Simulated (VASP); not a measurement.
A run of VASP 6.6.1 is set up as follows.

INCAR

```
  ALGO = Normal
  EDIFF = 1E-7
  ENCUT = 520
  GGA = PE
  ISIF = 2
  ISMEAR = -1
  LASPH = T
  LCHARG = F
  LREAL = F
  LWAVE = F
  NBANDS = 21
  NELM = 100
  PREC = Accurate
  SIGMA = 0.05
```

File KPOINTS:

```
k-points
0
Gamma
  15 15 15
```

POSCAR

```
Sn
1.0
   -2.8575330000      2.8575330000      1.5906500000
    2.8575330000     -2.8575330000      1.5906500000
    2.8575330000      2.8575330000     -1.5906500000
Sn
2
Direct
    0.0000000000      0.0000000000      0.0000000000
    0.7500000000      0.2500000000      0.5000000000
```

Potentials or basis: VASP PAW PBE potentials, release 64 (Sn_d).

Run with:

```sh
$ cat potpaw_PBE.64/Sn_d/POTCAR > POTCAR
$ mpirun -np 1 vasp_std > vasp.out
```

(1) What does it give for the pressure?

(2) What does it give for the band gap on the k mesh?

Answers

(1) 5.3 GPa.

(2) zero (band 14 reaches 10.17 eV, above the bottom of band 15 at 5.49 eV).

Caveat: the cell differs from its parent crystal (equal xx and yy strain of -2 %); spin-orbit coupling is left out, which moves the levels of the heavy elements.
